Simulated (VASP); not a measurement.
A run of VASP 6.6.1 is set up as follows.

Contents of INCAR:

```
SYSTEM = AlRu
  PREC = Accurate
  ENCUT = 520
  EDIFF = 1E-6
  ISMEAR = 0
  SIGMA = 0.1
  LREAL = .False.
  LASPH = .True.
  NELM = 150
  ALGO = Normal
  ISIF = 2
  LWAVE = .False.
  LCHARG = .False.
  ISPIN = 2
  MAGMOM = 0 0 1 1
  LORBIT = 11
  LMAXMIX = 4
  GGA = PE
  NBANDS = 29
```

File KPOINTS:

```
regular mesh
0
Gamma
  6 6 2
  0 0 0
```

POSCAR

```
AlRu
1.0
    2.8502487686      0.0000000000      0.0000000000
   -1.4251243843      2.4683878407      0.0000000000
    0.0000000000      0.0000000000      8.0388401080
Al Ru
2 2
Direct
    0.0000000000      0.0000000000      0.5000000000
    0.0000000000      0.0000000000      0.0000000000
    0.6666666667      0.3333333333      0.7500000000
    0.3333333333      0.6666666667      0.2500000000
```

Potentials or basis: VASP PAW PBE potentials, release 64 (Al, Ru_pv).

Run with:

```sh
$ cat potpaw_PBE.64/Al/POTCAR potpaw_PBE.64/Ru_pv/POTCAR > POTCAR
$ mpirun -np 1 vasp_std > vasp.out
```

**Question.** Estimate the band gap on the k mesh.

**Answer.** Zero (filled and empty bands overlap).

**Question.** What does it give for the pressure?

**Answer.** 0.0 GPa.

Stress tensor (GPa, compression positive):
```
 0.88  0.00  0.00
 0.00  0.88  0.00
 0.00  0.00 -1.88
```

Caveat: the k points lie up to 0.42 Å⁻¹ apart.
